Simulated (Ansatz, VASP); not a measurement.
Two plane-wave programs on Cu

File POSCAR:

```
Cu
1.0
    2.5036580000      0.0000000000      0.0000000000
   -1.2518290000      2.1682320000      0.0000000000
    0.0000000000      0.0000000000     24.5755890000
Cu
6
Direct
    0.0000000000      0.0000000000      0.3737640000
    0.6666666667      0.3333333333      0.2896140000
    0.3333333333      0.6666666667      0.4579910000
    0.0000000000      0.0000000000      0.6262360000
    0.6666666667      0.3333333333      0.5420090000
    0.3333333333      0.6666666667      0.7103860000
```

INCAR.step1

```
SYSTEM = Cu
PREC = Accurate ; ENCUT = 520
ISMEAR = 1 ; SIGMA = 0.1
LREAL = .False. ; LASPH = .True.
NELM = 100 ; NBANDS = 42
GGA = PE ; ALGO = Normal
EDIFF = 1E-4 ; LWAVE = .True.
LCHARG = .False.
```

INCAR.step2

```
SYSTEM = Cu
PREC = Accurate ; ENCUT = 520
EDIFF = 1E-7 ; ISMEAR = 1
SIGMA = 0.1 ; LREAL = .False.
LASPH = .True. ; NELM = 100
ALGO = Normal ; ISIF = 2
LWAVE = .False. ; LCHARG = .False.
METAGGA = R2SCAN ; LMIXTAU = .True.
NBANDS = 42 ; ISTART = 1
```

File KPOINTS:

```
regular mesh
0
Gamma
  10 10 1
  0 0 0
```

Input for Ansatz:

```yaml
crystal:
  lattice:
    - [2.503658, 0.0, 0.0]
    - [-1.251829, 2.168232, 0.0]
    - [0.0, 0.0, 24.575589]
  atoms:
    - { symbol: Cu, position: [0.0, 0.0, 0.373764] }
    - { symbol: Cu, position: [0.6666666666666666, 0.3333333333333333, 0.289614] }
    - { symbol: Cu, position: [0.3333333333333333, 0.6666666666666666, 0.457991] }
    - { symbol: Cu, position: [0.0, 0.0, 0.626236] }
    - { symbol: Cu, position: [0.6666666666666666, 0.3333333333333333, 0.542009] }
    - { symbol: Cu, position: [0.3333333333333333, 0.6666666666666666, 0.710386] }
kpoints:
  mp_grid:
    grid: [10, 10, 1]
hamiltonian:
  xc: r2scan
  pseudopotentials:
    kind: paw
scf:
  convergence:
    dr2_threshold: 1.0e-09
  occupations:
    method: cold
output:
  forces: true
  stress: true
```

Alike in both runs: task single point; functional r2SCAN; k mesh 10 × 10 × 1; no spin polarisation.

|  | VASP | Ansatz |
| --- | --- | --- |
| version | VASP 6.6.1 | Ansatz 0.2.0 |
| potentials or method | VASP PAW PBE potentials, release 64 (Cu) | plane waves, PAW |
| plane-wave cutoff (eV) | 520 | 500 |
| occupations | methfessel-paxton of order 1, width 0.1 eV | cold |
| valence electrons in the cell | 66 | 114 |

```csv
,VASP,Ansatz,Ansatz less VASP
rms of the force components (eV/Å),0.032,0.031,-0.0013
```

VASP's potentials were made for PBE, not for r2SCAN. Atom by atom the forces differ by 0.009 eV/Å (rms over components). VASP's potentials hold 66 valence electrons a cell and Ansatz's 114, so a difference there can come from the potentials and not from the codes. Ansatz's warnings: stress scf threshold loose.
